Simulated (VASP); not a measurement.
Here is a VASP 6.6.1 calculation.

INCAR

```
PREC = Accurate ; ENCUT = 520
EDIFF = 1E-7 ; ISMEAR = 0
SIGMA = 0.02 ; LREAL = F
LASPH = T ; NELM = 100
ALGO = Normal ; ISIF = 2
LWAVE = F ; LCHARG = F
GGA = PS ; IBRION = 2
NSW = 60 ; EDIFFG = -0.008
```

File KPOINTS:

```
regular mesh
0
Gamma
  12 12 2
```

POSCAR

```
Te2Mo
1.0
    3.4910750445      0.0000000000      0.0000000000
   -1.7455375222      3.0233596750      0.0000000000
    0.0000000000      0.0000000000     16.7377347779
Te Mo
2 1
Direct
    0.3333333333      0.6666666667      0.8939231309
    0.3333333333      0.6666666667      0.1060768691
    0.0000000000      0.0000000000      0.0000000000
```

Potentials or basis: VASP PAW PBE potentials, release 64 (Te, Mo_sv).

The run is started by

```console
$ cat potpaw_PBE.64/Te/POTCAR potpaw_PBE.64/Mo_sv/POTCAR > POTCAR
$ mpirun -np 1 vasp_std > vasp.out
```

(1) What does it give for the energy gained by relaxing?

(2) Predict the band gap on the k mesh.

Answers

(1) 4.3 meV/atom.

(2) 1.20 eV.

Caveat: the cell differs from its parent crystal (strain along c alone, the other axes held: -4.5 %); there is no dipole correction, which matters where the two faces differ; spin-orbit coupling is left out, which moves the levels of the heavy elements.
